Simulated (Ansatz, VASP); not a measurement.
One calculation of As, two programs

```
As
1.0
     3.75021    0.00000    0.00000
    -1.87510    3.09312    0.00000
     0.00000    0.00000   28.57424
As
2
Direct
  0.33333 0.66667 0.47555
  0.66667 0.33333 0.52445
```

Change from the starting cell: strain along x +0.050, atoms relaxed.

Alike in both runs: task relaxation of the atoms; functional PBE; dispersion D3(BJ); k mesh 9 × 9 × 1; occupations gaussian, width 0.02 eV; no spin polarisation.

|  | VASP | Ansatz |
| --- | --- | --- |
| version | VASP 6.6.1 | Ansatz 0.2.0 |
| potentials or method | VASP PAW PBE potentials, release 64 (As), cutoff 520 eV | scalar-relativistic, plane waves, PAW |
| valence electrons in the cell | 10 | 30 |

|  | VASP | Ansatz | Ansatz less VASP |
| --- | --- | --- | --- |
| gap on the k mesh at the Fermi level, each at its own relaxed structure (eV) | 1.33 | 1.35 | +0.018 |

VASP's potentials hold 10 valence electrons a cell and Ansatz's 30, so a difference there can come from the potentials and not from the codes. Ansatz's warnings: stress scf threshold loose.
